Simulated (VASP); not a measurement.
## LiAgAs: single point with PBE

The system is LiAgAs.

```xyz
6
Lattice="-2.5856 2.5856 4.9516 2.5856 -2.5856 4.9516 2.5856 2.5856 -4.9516" Properties=species:S:1:pos:R:3 pbc="T T T"
Li    2.5856    0.0000    0.0000
Li    0.0000    2.5856    0.0000
Ag    0.0000    0.0000    1.7443
Ag    0.0000    0.0000    8.1589
As    2.5856    0.0000    2.4758
As    0.0000    2.5856    2.4758
```

The cell was built from a structure type or drawn by symmetry, and may not be a known phase.

| Quantity | Value |
| --- | --- |
| Program | VASP 6.6.1 |
| Task | single point |
| Functional | PBE |
| Potentials or basis | VASP PAW PBE potentials, release 64 (Li_sv, Ag, As) |
| Cutoff | 520 eV |
| k mesh | 10 × 10 × 10 |
| Occupations | gaussian, width 0.1 eV |
| Spin | no spin polarisation |
| Dipole correction | no |
| Further INCAR settings | ALGO = Fast; EDIFF = 1e-07; NBANDS = 28 |

| Property | Result |
| --- | --- |
| Band gap on the k mesh | zero (bands 19 and 20 overlap by 1.81 eV) |

Levels at points of the mesh, in eV from the Fermi level:
| k point | band 15 | band 16 | band 17 | band 18 | band 19 | band 20 | band 21 | band 22 | band 23 | band 24 |
| --- | --- | --- | --- | --- | --- | --- | --- | --- | --- | --- |
| (0.00, 0.00, 0.00) | -2.36 | -2.36 | -2.25 | -0.49 | -0.43 | -0.16 | -0.16 | 1.25 | 2.59 | 2.59 |
| (0.50, 0.00, 0.00) | -3.23 | -2.13 | -1.55 | -1.53 | -1.20 | -1.20 | 1.34 | 2.81 | 4.50 | 4.70 |
| (0.50, 0.50, 0.00) | -3.85 | -3.25 | -1.91 | -1.81 | -0.39 | 2.22 | 2.34 | 2.92 | 3.25 | 3.98 |
| (0.50, 0.50, 0.50) | -3.48 | -2.92 | -2.92 | -0.65 | 0.22 | 0.22 | 0.65 | 2.85 | 3.56 | 5.00 |

Run time: 35 min on 1 thread of Intel Xeon 8259CL (shared host), peak memory 0.57 GiB.
